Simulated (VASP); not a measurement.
A run of VASP 6.6.1:

File INCAR:

```
  PREC = Accurate
  ENCUT = 520
  EDIFF = 1E-6
  ISMEAR = 0
  SIGMA = 0.02
  LREAL = False
  LASPH = True
  NELM = 60
  ALGO = Normal
  ISIF = 2
  LWAVE = False
  LCHARG = False
  GGA = PE
  NBANDS = 66
```

Contents of KPOINTS:

```
regular mesh
0
Gamma
  6 6 4
```

POSCAR

```
ZnO
1.0
    5.1782510756      0.0000000000      0.0000000000
   -2.5891255378      4.4844969786      0.0000000000
    0.0000000000      0.0000000000      9.8192915573
Zn O
6 6
Direct
    0.7680807282      0.3840403641      0.0833333333
    0.6159596359      0.3840403641      0.4166666667
    0.3840403641      0.7680807282      0.2500000000
    0.6159596359      0.2319192718      0.7500000000
    0.2319192718      0.6159596359      0.5833333333
    0.3840403641      0.6159596359      0.9166666667
    0.5987875052      0.1975750104      0.2500000000
    0.1975750104      0.5987875052      0.0833333333
    0.4012124948      0.5987875052      0.4166666667
    0.8024249896      0.4012124948      0.5833333333
    0.5987875052      0.4012124948      0.9166666667
    0.4012124948      0.8024249896      0.7500000000
```

Potentials or basis: VASP PAW PBE potentials, release 64 (Zn, O).

Run with:

```sh
$ cat potpaw_PBE.64/Zn/POTCAR potpaw_PBE.64/O/POTCAR > POTCAR
$ mpirun -np 1 vasp_std > vasp.out
```

Hardware: 1 thread of Oxide Virtual Turin-like Processor, on a shared host.

Estimate the wall time of this run.

It took 7.3 min on 1 thread of Oxide Virtual Turin-like Processor, with other jobs on the host, peak memory 0.44 GiB. Counts: scf iterations 17, k points 21.
